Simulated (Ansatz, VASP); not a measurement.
NiO2: VASP beside Ansatz

```
Ni O
1.0
     2.80281    0.00000    0.00000
    -1.40141    2.42731    0.00000
     0.00000    0.00000    4.90604
Ni O
1 2
Direct
  0.00000 0.00000 0.50000
  0.66667 0.33333 0.64995
  0.33333 0.66667 0.35005
```

Alike in both runs: task single point; functional PBEsol; k mesh 12 × 12 × 6; occupations gaussian, width 0.05 eV; no spin polarisation.

|  | VASP | Ansatz |
| --- | --- | --- |
| version | VASP 6.6.1 | Ansatz 0.2.0 |
| potentials or method | VASP PAW PBE potentials, release 64 (Ni, O), cutoff 520 eV | scalar-relativistic, plane waves, PAW |
| valence electrons in the cell | 22 | 30 |

```tsv
	VASP	Ansatz	Ansatz less VASP
gap on the k mesh at the Fermi level (eV)	0.86	0.88	+0.020
least direct gap on the mesh (eV)	1.37	1.42	+0.050
rms of the force components (eV/Å)	1.941	1.924	-0.0168
```

VASP's potentials were made for PBE, not for PBEsol. Atom by atom the forces differ by 0.017 eV/Å (rms over components). With one functional, cell and mesh, what is left measures potentials, basis and numerics. VASP's potentials hold 22 valence electrons a cell and Ansatz's 30, so a difference there can come from the potentials and not from the codes.
